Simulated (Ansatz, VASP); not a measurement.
Given: the input of a run of VASP 6.6.1 on Ir.

File INCAR:

```
SYSTEM = Ir
PREC     = Accurate       ! precision mode
ENCUT    = 600            ! plane-wave cutoff, eV
EDIFF    = 1E-7           ! SCF threshold, eV
ISMEAR   = -1             ! smearing method
SIGMA    = 0.05           ! smearing width, eV
LREAL    = .FALSE.        ! projectors in reciprocal space
LASPH    = .TRUE.         ! aspherical terms in the spheres
NELM     = 150            ! most SCF steps
ALGO     = Normal         ! electronic algorithm
ISIF     = 3              ! what is computed and relaxed
LWAVE    = .FALSE.        ! write WAVECAR
LCHARG   = .FALSE.        ! write CHGCAR
MAGMOM   = 0 0 0 0 0 0    ! initial moments
LORBIT   = 11             ! projections on sites
LSORBIT  = .TRUE.         ! spin-orbit coupling
GGA_COMPAT= .FALSE.      
LORBMOM  = .TRUE.       
LMAXMIX  = 4              ! l up to which the mixer works
IBRION   = 2              ! ionic algorithm
NSW      = 80             ! ionic steps
EDIFFG   = -0.01          ! ionic threshold
```

KPOINTS

```
regular mesh
0
G
  8 8 5
  0 0 0
```

File POSCAR:

```
Ir
1.0
    2.7513778946      0.0000000000      0.0000000000
   -1.3756889473      2.3827631521      0.0000000000
    0.0000000000      0.0000000000      4.4622900000
Ir
2
Direct
    0.3333333333      0.6666666667      0.2500000000
    0.6666666667      0.3333333333      0.7500000000
```

Potentials or basis: VASP PAW LDA potentials, release 64 (Ir).

Launch:

```bash
$ cat potpaw_LDA.64/Ir/POTCAR > POTCAR
$ mpirun -np 1 vasp_ncl > vasp.out
```

Task: Set up the same calculation for Ansatz 0.2.0. Potentials there: all-electron LAPW, relativistic spinors.

Result: As run (the cutoff follows the program's own potentials):

File input.yaml:

```yaml
crystal:
  lattice:
    - [2.7513778946, 0.0, 0.0]
    - [-1.3756889473, 2.3827631521, 0.0]
    - [0.0, 0.0, 4.46229]
  atoms:
    - { symbol: Ir, position: [0.3333333333, 0.6666666667, 0.25] }
    - { symbol: Ir, position: [0.6666666667, 0.3333333333, 0.75] }
kpoints:
  mp_grid: { grid: [8, 8, 5] }
scf:
  occupations: { method: fermi_dirac, width: 0.05 }
hamiltonian:
  xc: lda
  pseudopotentials: { kind: all_electron, lapw: { basis_error: 0.001 } }
magnetization:
  noncollinear: true
  spin_orbit: true
output:
  forces: true
  stress: true
relax:
  f_tol: 0.01
  max_steps: 60
  cell: {}
```

Potentials or basis: all-electron LAPW, relativistic spinors.

Run with:

```bash
$ ansatz run input.yaml --threads 1 --pin off --max-ram 3072MiB --backend cpu --events-out ev --progress --plain --runs-dir out
```

Both were run:

|  | VASP | Ansatz | Ansatz less VASP |
| --- | --- | --- | --- |
| relaxed volume (Å³/atom) | 14.06 | 13.95 | -0.106 |
| relaxed length of the cell vector where the two differ most in proportion (Å) | 4.403 | 4.390 | -0.0125 |

LDA's correlation is that of Perdew and Zunger in VASP and of Perdew and Wang (1992) in Ansatz. Ansatz ran all-electron here, and VASP with PAW potentials.

Noted on Ansatz's run: the k mesh is thin for a metal, which can move the energy by tens of meV per atom.
